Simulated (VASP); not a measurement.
# Mg (Fd-3m) in VASP: further runs

The runs below take Mg through relaxation of cell and atoms, with PBE.

Program: VASP 6.6.1. These are calculated values, not measurements. Logs are shortened: lines on timing, memory, paths and dates and some standing lists are left out, and cuts for length are marked.

## (1) The cell of the first run

Symmetry: Fd-3m, No. 227, cubic system. Conventional cell: a = 5.272 Å, b = 5.272 Å, c = 5.272 Å, α = 90.00°, β = 90.00°, γ = 90.00°. Mg (site symmetry -43m) has 4 Mg at 2.28 Å within 3.0 Å.

This isn't the form of Mg at room conditions, which is hcp.

## (2) Relaxation of cell and atoms, PBE, target pressure 24 GPa, at which the enthalpy is minimised

Input file INCAR:

```
ALGO = Normal
EDIFF = 1E-7
EDIFFG = -0.005
ENCUT = 600
GGA = PE
GGA_COMPAT = False
IBRION = 2
ISIF = 3
ISMEAR = -1
LASPH = True
LCHARG = False
LREAL = False
LWAVE = False
NELM = 120
NELMIN = 4
NSW = 60
PREC = Accurate
PSTRESS = 240.0
SIGMA = 0.1
```

Input file KPOINTS:

```
k-points
0
Gamma
  12 12 12
```

Input file POSCAR:

```
Mg
1.0
    0.0000000000      2.6361444226      2.6361444226
    2.6361444226      0.0000000000      2.6361444226
    2.6361444226      2.6361444226      0.0000000000
Mg
2
Direct
   -0.1250000000     -0.1250000000     -0.1250000000
    0.1250000000      0.1250000000      0.1250000000
```

Potentials or basis: VASP PAW PBE potentials, release 64 (Mg).

The run is started by

```console
cat potpaw_PBE.64/Mg/POTCAR > POTCAR
mpirun -np 1 vasp_std > vasp.out
```

OUTCAR:

```text
EDIFF = 1E-7
   EDIFFG = -0.005
   ENCUT = 600
   GGA = PE
   IBRION = 2
   ISIF = 3
   ISMEAR = -1
   LASPH = True
   LREAL = False
   NELM = 120
   NELMIN = 4
   NSW = 60
   PREC = Accurate
   PSTRESS = 240.0

 ion  position               nearest neighbor table
   1  0.875  0.875  0.875-   2 2.28   2 2.28   2 2.28   2 2.28
   2  0.125  0.125  0.125-   1 2.28   1 2.28   1 2.28   1 2.28

  LATTYP: Found a face centered cubic cell.
 ALAT       =     5.2722888452

  Lattice vectors:

 A1 = (   0.0000000000,   2.6361444226,   2.6361444226)
 A2 = (   2.6361444226,   0.0000000000,   2.6361444226)
 A3 = (   2.6361444226,   2.6361444226,   0.0000000000)

Analysis of symmetry for initial positions (statically):
=====================================================================
 Subroutine PRICEL returns:
 Original cell was already a primitive cell.

 Routine SETGRP: Setting up the symmetry group for a
 face centered cubic supercell.

 Subroutine GETGRP returns: Found 48 space group operations
 (whereof 12 operations were pure point group operations)
 out of a pool of 48 trial point group operations.

The static configuration has the point symmetry D_3d.
 The point group associated with its full space group is O_h .

Analysis of symmetry for dynamics (positions and initial velocities):
=====================================================================
 Subroutine PRICEL returns:
 Original cell was already a primitive cell.

 Routine SETGRP: Setting up the symmetry group for a
 face centered cubic supercell.

 Subroutine GETGRP returns: Found 48 space group operations
 (whereof 12 operations were pure point group operations)
 out of a pool of 48 trial point group operations.

The dynamic configuration has the point symmetry D_3d.
 The point group associated with its full space group is O_h .

 Subroutine INISYM returns: Found 48 space group operations
 (whereof 12 operations are pure point group operations),
 and found     1 'primitive' translations

----------------------------------------------------------------------------------------

                                     Primitive cell

  volume of cell :      36.6385

  direct lattice vectors                    reciprocal lattice vectors
     0.000000000  2.636144423  2.636144423    -0.189670944  0.189670944  0.189670944
     2.636144423  0.000000000  2.636144423     0.189670944 -0.189670944  0.189670944
     2.636144423  2.636144423  0.000000000     0.189670944  0.189670944 -0.189670944

  length of vectors
     3.728071195  3.728071195  3.728071195     0.328519711  0.328519711  0.328519711

  position of ions in fractional coordinates (direct lattice)
     0.875000000  0.875000000  0.875000000
     0.125000000  0.125000000  0.125000000

  ion indices of the primitive-cell ions
   primitive index   ion index
                 1           1
                 2           2

----------------------------------------------------------------------------------------

 KPOINTS: k-points

Automatic generation of k-mesh.
 Grid dimensions read from file:
 generate k-points for:   12   12   12

 Generating k-lattice:

  Cartesian coordinates                     Fractional coordinates (reciprocal lattice)
    -0.015805912  0.015805912  0.015805912     0.083333333  0.000000000  0.000000000
     0.015805912 -0.015805912  0.015805912     0.000000000  0.083333333  0.000000000
     0.015805912  0.015805912 -0.015805912     0.000000000  0.000000000  0.083333333

  Length of vectors
     0.027376643  0.027376643  0.027376643

  Shift w.r.t. Gamma in fractional coordinates (k-lattice)
     0.000000000  0.000000000  0.000000000

 Subroutine IBZKPT returns following result:
 ===========================================

 Found     72 irreducible k-points:

 Following reciprocal coordinates:
            Coordinates               Weight
  0.000000  0.000000  0.000000      1.000000
  0.083333  0.000000  0.000000      8.000000
  0.166667  0.000000  0.000000      8.000000
  0.250000  0.000000  0.000000      8.000000
  0.333333  0.000000  0.000000      8.000000
  0.416667  0.000000  0.000000      8.000000
[... 16 lines left out ...]
  0.500000  0.166667  0.000000     24.000000
 -0.416667  0.166667  0.000000     24.000000
 [... further k-points ...]
   k-points           NKPTS =     72   k-points in BZ     NKDIM =     72   number of bands    NBANDS=      6
   number of dos      NEDOS =    301   number of ions     NIONS =      2
   total plane-waves  NPLWV =  27000
   dimension x,y,z NGX =    30 NGY =   30 NGZ =   30
   dimension x,y,z NGXF=    60 NGYF=   60 NGZF=   60
   ions per type =               2
   NGX,Y,Z   is equivalent  to a cutoff of  13.38, 13.38, 13.38 a.u.
   NGXF,Y,Z  is equivalent  to a cutoff of  26.76, 26.76, 26.76 a.u.
 SYSTEM =  unknown system
   PREC   = accura    normal or accurate (medium, high low for compatibility)
   ISTART =      0    job   : 0-new  1-cont  2-samecut
   ICHARG =      2    charge: 1-file 2-atom 10-const
   ISPIN  =      1    spin polarized calculation?
   LNONCOLLINEAR =      F non collinear calculations
   LSORBIT =      F    spin-orbit coupling
   LASPH  =      T    aspherical Exc in radial PAW
   ENCUT  =  600.0 eV  44.10 Ry    6.64 a.u.   7.45  7.45  7.45*2*pi/ulx,y,z
   NELM   =    120;   NELMIN=  4; NELMDL= -5     # of ELM steps
   EDIFF  = 0.1E-06   stopping-criterion for ELM
   LREAL  =      F    real-space projection
   EDIFFG = -.5E-02   stopping-criterion for IOM
   NSW    =     60    number of steps for IOM
   IBRION =      2    ionic relax: 0-MD 1-quasi-New 2-CG
   NFREE  =      1    steps in history (QN), initial steepest desc. (CG)
   ISIF   =      3    stress and relaxation
   ISYM   =      2    0-nonsym 1-usesym 2-fastsym
   POTIM  = 0.5000    time-step for ionic-motion
   TEBEG  =    0.0;   TEEND  =   0.0 temperature during run
   PSTRESS=  240.0 pullay stress
   NELECT =       4.0000    total number of electrons
   NUPDOWN=      -1.0000    fix difference up-down
   EMIN   =  10.00;   EMAX   =-10.00  energy-range for DOS
   EFERMI =   0.00;   METHOD = LEGACY
   ISMEAR =    -1;   SIGMA  =   0.10  broadening in eV -4-tet -1-fermi 0-gaus
   EFERMI_NEDOS =   21; number of points for ismear=-14 and -15
   IALGO  =     38    algorithm
   IMIX   =      4    mixing-type and parameters
     AMIX     =   0.40;   BMIX     =  1.00
     AMIX_MAG =   1.60;   BMIX_MAG =  1.00
  volume/ion in A,a.u.               =      18.32       123.62
  Fermi-wavevector in a.u.,A,eV,Ry     =   0.782436  1.478590  8.329575  0.612206
  Thomas-Fermi vector in A             =   1.886159
   LORBIT       =      0    0 simple, 1 ext, 2 COOP (PROOUT), +10 PAW based schemes
   GGA     = PE    functional components
   LHFCALC =     F    Hartree Fock is set to
   AEXX    =    0.0000 exact exchange contribution
   IVDW    =     0    specifies the selected vdW correction
   LEPSILON=     F    determine dielectric tensor
   LRPA    =     F    only Hartree local field effects (RPA)
 conjugate gradient relaxation of ions
 non-spin polarized calculation
  energy-cutoff  :      600.00
  volume of cell :       36.64
 maximum number of plane-waves:      1245
 NGX is ok and might be reduce to    30
   NGX = 15   NGY = 15   NGZ = 15

--------------------------------------- Ionic step        1  -------------------------------------------

 number of electron       4.0000000 magnetization

 Free energy of the ion-electron system (eV)
  ---------------------------------------------------
  ext. energy  EPLUGINS =         0.00000000
  ---------------------------------------------------
  free energy    TOTEN  =         1.34745240 eV

  energy without entropy =        1.37530774  energy(sigma->0) =        1.36138007

------------------------ aborting loop because EDIFF is reached ----------------------------------------

  FORCE on cell =-STRESS in cart. coord.  units (eV):
  Direction    XX          YY          ZZ          XY          YZ          ZX
  --------------------------------------------------------------------------------------
  -------------------------------------------------------------------------------------
  Total        8.7249531      8.7249531      8.7249531     -0.0000000      0.0000000      0.0000000
  in kB      381.5364972    381.5364972    381.5364972     -0.0000000      0.0000000      0.0000000
  external PRESSURE =     141.5364972 kB  Pullay stress =     240.0000000 kB
[... 61 lines left out ...]
  enthalpy is  TOTEN    =         6.6658839866 eV   P V=        6.8767279935

--------------------------------------- Ionic step        3  -------------------------------------------

 number of electron       4.0000000 magnetization

 Free energy of the ion-electron system (eV)
  ---------------------------------------------------
  ext. energy  EPLUGINS =         0.00000000
  ---------------------------------------------------
  free energy    TOTEN  =         0.24445308 eV

  energy without entropy =        0.27690292  energy(sigma->0) =        0.26067800

 E-fermi :   2.9194     XC(G=0):  -8.6331

 val. band max:        2.8936613068   @ k =   0.5000   0.3333   0.1667
 cond. band min:       2.9594499523   @ k =  -0.3333   0.4167   0.1667
 fundamental gap:      0.0657886455
 Fermi energy:         2.9193504277

 k-point     1 :       0.0000    0.0000    0.0000
  band No.  band energies     occupation
      1      -4.2920      2.00000
      2       8.0560      0.00000
      3       8.0560      0.00000
      4       8.0560      0.00000
      5       8.8759      0.00000
      6       8.8759      0.00000

 k-point     2 :       0.0833    0.0000    0.0000
  band No.  band energies     occupation
      1      -4.1904      2.00000
      2       6.8884      0.00000
      3       7.7525      0.00000
      4       7.7525      0.00000
      5       9.3016      0.00000
      6       9.3016      0.00000
[... 190 lines left out ...]
 k-point    24 :      -0.4167    0.1667    0.0000
  band No.  band energies     occupation
      1      -0.8478      2.00000
      2       0.1837      2.00000
      3       4.4904      0.00000
      4       6.0348      0.00000
      5       7.6378      0.00000
      6       9.7864      0.00000

 [... further k-points ...]
[... 5 lines left out ...]
  --------------------------------------------------------------------------------------
  -------------------------------------------------------------------------------------
  Total        6.3572172      6.3572172      6.3572172     -0.0000000      0.0000000     -0.0000000
  in kB      240.0084688    240.0084688    240.0084688     -0.0000000      0.0000000     -0.0000000
  external PRESSURE =       0.0084688 kB  Pullay stress =     240.0000000 kB
[... 17 lines left out ...]
  FREE ENERGIE OF THE ION-ELECTRON SYSTEM (eV)
  ---------------------------------------------------
  free  energy   TOTEN  =         0.2444530825 eV

  energy  without entropy=        0.2769029246  energy(sigma->0) =        0.26067800

  enthalpy is  TOTEN    =         6.6014459186 eV   P V=        6.3569928361

 reached required accuracy - stopping structural energy minimisation
```

Run time: 18 s. Hardware: 1 thread of Intel Xeon 6975P-C (Granite Rapids), shared host; peak memory 0.18 GiB.

Results:

```
Free energy                                                : 0.2445 eV
Relaxed volume                                             : 21.22 Å³/atom
Relaxed cell                                               : a = 3.915 Å, b = 3.915 Å, c = 3.915 Å, α = 60.00°, β = 60.00°, γ = 60.00°
Space group after relaxing (to 0.1 Å)                      : Fd-3m (No. 227)
Energy change on relaxing (the run minimises the enthalpy) : -551.5 meV/atom
Ionic steps                                                : 3
Pressure after relaxing                                    : 24.0 GPa
Band gap on the k mesh                                     : zero (bands 2 and 3 overlap by 6.50 eV)
```

The path:
```
step  energy change (eV)  largest force (eV/Å)  pressure (GPa)  volume (Å³)
   1              0.0000                0.0000           38.15        36.64
   2             -1.5583                0.0000           18.32        45.91
   3             -1.1030                0.0000           24.00        42.44
```

Final structure:
```xyz
2
Lattice="0.0000 2.7685 2.7685 2.7685 0.0000 2.7685 2.7685 2.7685 0.0000" Properties=species:S:1:pos:R:3 pbc="T T T"
Mg    4.8448    4.8448    4.8448
Mg    0.6921    0.6921    0.6921
```

Caveat: the cell is relaxed towards a set pressure, so the run minimises the enthalpy, not the energy; the volume moved by over 15 % at a fixed basis, so the end points are rough.

## (3) Relaxation of cell and atoms, PBE, target pressure 24 GPa, at which the enthalpy is minimised

This run uses another cell than the first one, of 21.18 Å³/atom.

Input file INCAR:

```
SYSTEM = Mg
ALGO     = Normal         ! electronic algorithm
EDIFF    = 1E-7           ! SCF threshold, eV
EDIFFG   = -0.005         ! ionic threshold
ENCUT    = 600            ! plane-wave cutoff, eV
GGA      = PE             ! functional
GGA_COMPAT= .False.      
IBRION   = 2              ! ionic algorithm
ISIF     = 3              ! what is computed and relaxed
ISMEAR   = -1             ! smearing method
LASPH    = .True.         ! aspherical terms in the spheres
LCHARG   = .False.        ! write CHGCAR
LREAL    = .False.        ! projectors in reciprocal space
LWAVE    = .False.        ! write WAVECAR
NELM     = 120            ! most SCF steps
NELMIN   = 4            
NSW      = 32             ! ionic steps
PREC     = Accurate       ! precision mode
PSTRESS  = 240.0        
SIGMA    = 0.1            ! smearing width, eV
```

Input file KPOINTS:

```
k-points
0
Gamma
  12 12 12
  0 0 0
```

Input file POSCAR:

```
Mg
1.0
    0.0000000000      2.7669243166      2.7669243166
    2.7669243166      0.0000000000      2.7669243166
    2.7669243166      2.7669243166      0.0000000000
Mg
2
Direct
   -0.1250000000     -0.1250000000     -0.1250000000
    0.1250000000      0.1250000000      0.1250000000
```

Potentials or basis: VASP PAW PBE potentials, release 64 (Mg).

The run is started by

```console
cat potpaw_PBE.64/Mg/POTCAR > POTCAR
mpirun -np 1 vasp_std > vasp.out
```

Run time: 13 s. Hardware: 1 thread of Intel Xeon 6975P-C (Granite Rapids), shared host; peak memory 0.19 GiB.

Results (log left out):

```
Free energy                                                : 0.2444 eV
Relaxed volume                                             : 21.22 Å³/atom
Relaxed cell                                               : a = 3.915 Å, b = 3.915 Å, c = 3.915 Å, α = 60.00°, β = 60.00°, γ = 60.00°
Space group after relaxing (to 0.1 Å)                      : Fd-3m (No. 227)
Energy change on relaxing (the run minimises the enthalpy) : -5.3 meV/atom
Ionic steps                                                : 3
Pressure after relaxing                                    : 24.0 GPa
Band gap on the k mesh                                     : zero (bands 2 and 3 overlap by 6.50 eV)
```

The path:
```tsv
step	energy change (eV)	largest force (eV/Å)	pressure (GPa)	volume (Å³)
1	0.0000	0.0000	24.14	42.37
2	-0.0165	0.0000	23.93	42.48
3	-0.0106	0.0000	24.00	42.44
```

Final structure:
```yaml
crystal:
  lattice:
    - [0.00000, 2.76846, 2.76846]
    - [2.76846, 0.00000, 2.76846]
    - [2.76846, 2.76846, 0.00000]
  atoms:
    - { symbol: Mg, position: [0.87500, 0.87500, 0.87500] }
    - { symbol: Mg, position: [0.12500, 0.12500, 0.12500] }
```

Levels at points of the mesh, in eV from the Fermi level:
```tsv
k point	band 1	band 2	band 3	band 4	band 5	band 6
(0.00, 0.00, 0.00)	-7.21	5.14	5.14	5.14	5.96	5.96
(0.50, 0.00, 0.00)	-3.96	-3.25	4.01	4.01	5.32	5.32
(0.50, 0.50, 0.00)	-2.48	-2.48	1.49	1.49	2.92	2.92
```

Caveat: the cell is relaxed towards a set pressure, so the run minimises the enthalpy, not the energy.
